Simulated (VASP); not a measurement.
Runs of VASP 6.6.1 on Al3Cu. The structure is cubic, space group Pm-3m (No. 221). Conventional cell: a = 3.924 Å, b = 3.924 Å, c = 3.924 Å, α = 90.00°, β = 90.00°, γ = 90.00°. Within 3.7 Å of Al (site symmetry 4/mmm) lie 8 Al at 2.77 Å and 4 Cu at 2.77 Å. Within 3.7 Å of Cu (site symmetry m-3m) lie 12 Al at 2.77 Å. 

| k mesh | gap on the mesh (eV) | pressure (GPa) |
| --- | --- | --- |
| 6 × 6 × 6 | none | -3.1 |
| 12 × 12 × 12 | none | -2.8 |
| 10 × 10 × 10 | none | -2.8 |
| 2 × 2 × 2 | none | -3.1 |
| 14 × 14 × 14 | none | -2.8 |
| 4 × 4 × 4 | none | -3.5 |
| 8 × 8 × 8 | none | -2.8 |
| 16 × 16 × 16 | none | -2.8 |
| 1 × 1 × 1 | 0.52 | (a) |

Alike in all rows: task single point; level r2SCAN; potentials or basis VASP PAW PBE potentials, release 64 (Al, Cu); no spin polarisation; cell as given; cutoff (eV) 520; smearing gaussian 0.1 eV.

**Question.** Fill in the values left out.

**Answer.** (a) -8.3.

Caveats: some runs use coarse meshes; the PAW data sets were made with another functional, which shifts forces and pressure a little.

A k mesh can miss the band edges.

A gap of «none» marks levels without a gap at the run's occupations.
